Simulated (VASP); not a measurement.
A run of VASP 6.6.1:

File INCAR:

```
SYSTEM = Zr
PREC = Accurate
ENCUT = 600
EDIFF = 1E-7
ISMEAR = 0
SIGMA = 0.02
LREAL = .FALSE.
LASPH = .TRUE.
NELM = 80
ALGO = Normal
ISIF = 3
LWAVE = .FALSE.
LCHARG = .FALSE.
GGA = PS
IBRION = 2
NSW = 80
EDIFFG = -0.02
```

Contents of KPOINTS:

```
regular mesh
0
G
  8 8 5
  0 0 0
```

POSCAR

```
Zr
1.0
    3.2320000000      0.0000000000      0.0000000000
   -1.6160000000      2.7989941000      0.0000000000
    0.0000000000      0.0000000000      5.1470000000
Zr
2
Direct
    0.3333333300      0.6666666700      0.2500000000
    0.6666666700      0.3333333300      0.7500000000
```

Potentials or basis: VASP PAW PBE potentials, release 64 (Zr_sv).

Command:

```console
$ cat potpaw_PBE.64/Zr_sv/POTCAR > POTCAR
$ mpirun -np 1 vasp_std > vasp.out
```

Hardware: 1 thread of Intel Xeon 8259CL, on a shared host.

Q: Estimate the wall time of this run.

A: Run time: 2.9 min on 1 thread of Intel Xeon 8259CL, on a shared host, peak memory 0.2 GiB. Counts: scf iterations 44, k points 30, ion steps 5.
